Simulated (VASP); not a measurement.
**P: single point with RPBE**

Crystal: P.

```
P
1.0
     4.29141    0.00000    0.00000
    -2.14570    3.71647    0.00000
     0.00000    0.00000    2.41771
P
3
Direct
  0.00000 0.00000 0.00000
  0.33333 0.66667 0.50000
  0.66667 0.33333 0.50000
```

This cell differs from its parent crystal: volume scaled by 0.88.

| Property | Result |
| --- | --- |
| Program | VASP 6.6.1 |
| Task | single point |
| Functional | RPBE |
| Potentials or basis | VASP PAW PBE potentials, release 64 (P) |
| Cutoff | 520 eV |
| k mesh | 9 × 9 × 14 |
| Occupations | fermi-dirac, width 0.1 eV |
| Spin | no spin polarisation |

- Pressure: 14.0 GPa

Stress tensor (GPa, compression positive):
```
13.24  0.00  0.00
 0.00 13.24  0.00
 0.00  0.00 15.48
```

Levels at points of the mesh, in eV from the Fermi level:
| k point | band 6 | band 7 | band 8 | band 9 | band 10 | band 11 |
| --- | --- | --- | --- | --- | --- | --- |
| (0.00, 0.00, 0.00) | -6.42 | -6.42 | 4.37 | 6.99 | 7.39 | 7.39 |
| (0.00, 0.00, 0.50) | -3.41 | -2.90 | -2.90 | -0.91 | -0.91 | -0.42 |

It took 47 s on 1 thread of Intel Xeon 8259CL, on a shared host, peak memory 0.16 GiB.

Caveat: the PAW data sets were made with another functional, which shifts forces and pressure a little.
